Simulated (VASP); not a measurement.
PtSe2 (Sudovikovite):

```
Pt Se
1.0
     3.69901    0.00000    0.00000
    -1.84950    3.20343    0.00000
     0.00000    0.00000    5.02803
Pt Se
1 2
Direct
  0.00000 0.00000 0.00000
  0.66667 0.33333 0.75000
  0.33333 0.66667 0.25000
```

Base run:

- Program: VASP 6.6.1
- Functional: r2SCAN
- Potentials or basis: VASP PAW PBE potentials, release 64 (Pt, Se)
- Cutoff: 520 eV
- k mesh: 8 × 8 × 5
- Occupations: fermi-dirac, width 0.05 eV
- Spin: no spin polarisation

Its results: band gap on the k mesh zero (band 11 reaches 7.01 eV, above the bottom of band 12 at 6.84 eV); pressure 8.1 GPa; largest force 0.657 eV/Å.

Q: The run is repeated on the same cell with these changes: functional from r2SCAN to PBEsol. What comes out?

A: Band gap on the k mesh zero (band 11 reaches 7.10 eV, above the bottom of band 12 at 6.77 eV); pressure 5.1 GPa; largest force 0.624 eV/Å.

Caveats: the PAW data sets were made with another functional, which shifts forces and pressure a little; spin-orbit coupling is left out, which moves the levels of the heavy elements.
